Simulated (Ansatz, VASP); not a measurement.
One calculation of Al2H, two programs

```
Al H
1.0
     1.41648    0.81780    5.42646
    -1.41648    0.81780    5.42646
     0.00000   -1.63561    5.42646
Al H
2 1
Direct
  0.51605 0.51605 0.51605
  0.99463 0.99463 0.99463
  0.11432 0.11432 0.11432
```

Alike in both runs: task single point; functional PBE; k mesh 6 × 6 × 6; occupations gaussian, width 0.1 eV; no spin polarisation.

```csv
,VASP,Ansatz
version,VASP 6.6.1,Ansatz 0.2.0
potentials or method,"VASP PAW PBE potentials, release 64 (Al, H), cutoff 500 eV","scalar-relativistic, plane waves, PAW"
valence electrons in the cell,7,7
```

Ansatz gave:

| Item | Value |
| --- | --- |
| gap on the k mesh at the Fermi level (eV) | none |
| pressure (GPa) | 0.6 |
| traceless stress, the component that is largest in VASP (GPa) | 0.30 |
| rms of the force components (eV/Å) | 0.029 |

Problem. Which values does VASP return?

Solution. gap on the k mesh at the Fermi level (eV): none; pressure (GPa): 0.5; traceless stress, the component that is largest in VASP (GPa): 0.32; rms of the force components (eV/Å): 0.028.

Atom by atom the forces differ by 0.001 eV/Å (rms over components). A gap of «none» marks a metal or a gap that the smearing closes. The functional is the same, so the differences come from potentials, cutoffs and numerics.

The k mesh is coarse, so the values compare programs but aren't converged.
